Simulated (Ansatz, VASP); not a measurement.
Ag in VASP and in Ansatz

```xyz
2
Lattice="2.8261 0.0000 0.0000 -1.4130 2.4475 0.0000 0.0000 0.0000 4.6396" Properties=species:S:1:pos:R:3 pbc="T T T"
Ag    0.0000    1.6316    1.1599
Ag    1.4130    0.8158    3.4797
```

Alike in both runs: functional LDA; k mesh 18 × 18 × 10; occupations fermi-dirac, width 0.15 eV; no spin polarisation.

Ansatz relaxed the structure, and its values are those at the end. VASP's run is a single point on that final structure, the one shown.

|  | VASP | Ansatz |
| --- | --- | --- |
| version | VASP 6.6.1 | Ansatz 0.2.0 |
| potentials or method | VASP PAW LDA potentials, release 64 (Ag), cutoff 520 eV | scalar-relativistic, plane waves, PAW |
| valence electrons in the cell | 22 | 38 |

VASP gave:

* gap on the k mesh at the Fermi level (eV): none
* pressure (GPa): 0.1

Q: Estimate Ansatz's values.

A: gap on the k mesh at the Fermi level (eV): none; pressure (GPa): 0.0.

LDA's correlation is that of Perdew and Zunger in VASP and of Perdew and Wang (1992) in Ansatz. A gap of «none» marks a metal or a gap that the smearing closes. VASP's potentials hold 22 valence electrons a cell and Ansatz's 38, so a difference there can come from the potentials and not from the codes.
